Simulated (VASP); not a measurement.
# Al: single point with PBEsol

Crystal: Al.

```
Al
1.0
    -1.63896    1.63896    1.63896
     1.63896   -1.63896    1.63896
     1.63896    1.63896   -1.63896
Al
1
Cartesian
  0.0000 0.0000 0.0000
```

This cell differs from its parent crystal: strain +0.030 along x and y, +0.030 along z.

```
Program             : VASP 6.6.1
Task                : single point
Functional          : PBEsol
Potentials or basis : VASP PAW PBE potentials, release 64 (Al)
Cutoff              : 520 eV
k mesh              : 20 × 20 × 20
Occupations         : gaussian, width 0.15 eV
Spin                : no spin polarisation
```

```json
{
 "Pressure": "-3.8 GPa",
 "Band gap on the k mesh": "zero (an odd number of electrons rules out a gap without spin polarisation)"
}
```

Levels at points of the mesh, in eV from the Fermi level:
```
           k point  band 1  band 2  band 3  band 4  band 5
(0.00, 0.00, 0.00)  -10.68   12.86   12.86   12.86   13.76
(0.50, 0.00, 0.00)   -4.07   -3.78    7.68    8.11    9.52
(0.50, 0.50, 0.50)    1.77    1.77    1.77    3.07    3.07
```

Run time: 34 s on 1 thread of AMD EPYC 7R13, with other jobs on the host, peak memory 0.12 GiB.

Caveat: the cell differs from its parent crystal (strain +0.030 along x and y, +0.030 along z); the cell stands under tension; the PAW data sets were made with another functional, which shifts forces and pressure a little.
